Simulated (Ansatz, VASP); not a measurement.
**WC in VASP and in Ansatz**

```xyz
2
Lattice="2.8908 0.0000 0.0000 -1.4454 2.5035 0.0000 0.0000 0.0000 2.8195" Properties=species:S:1:pos:R:3 pbc="T T T"
W     0.0000    0.0000    0.0000
C     1.4454    0.8345    1.4098
```

Change from the starting cell: volume scaled by 0.99.

Alike in both runs: task single point; functional PBEsol; k mesh 13 × 13 × 12; occupations fermi-dirac, width 0.05 eV; no spin polarisation.

|  | VASP | Ansatz |
| --- | --- | --- |
| version | VASP 6.6.1 | Ansatz 0.2.0 |
| potentials or method | VASP PAW PBE potentials, release 64 (W_sv, C), cutoff 520 eV | all-electron LAPW, scalar-relativistic |

|  | VASP | Ansatz | Ansatz less VASP |
| --- | --- | --- | --- |
| pressure (GPa) | 4.7 | 3.4 | -1.30 |
| traceless stress, the component that is largest in VASP (GPa) | 0.34 | 0.09 | -0.257 |

VASP's potentials were made for PBE, not for PBEsol. Ansatz ran all-electron here, and VASP with PAW potentials.

Neither program's run includes spin-orbit coupling.
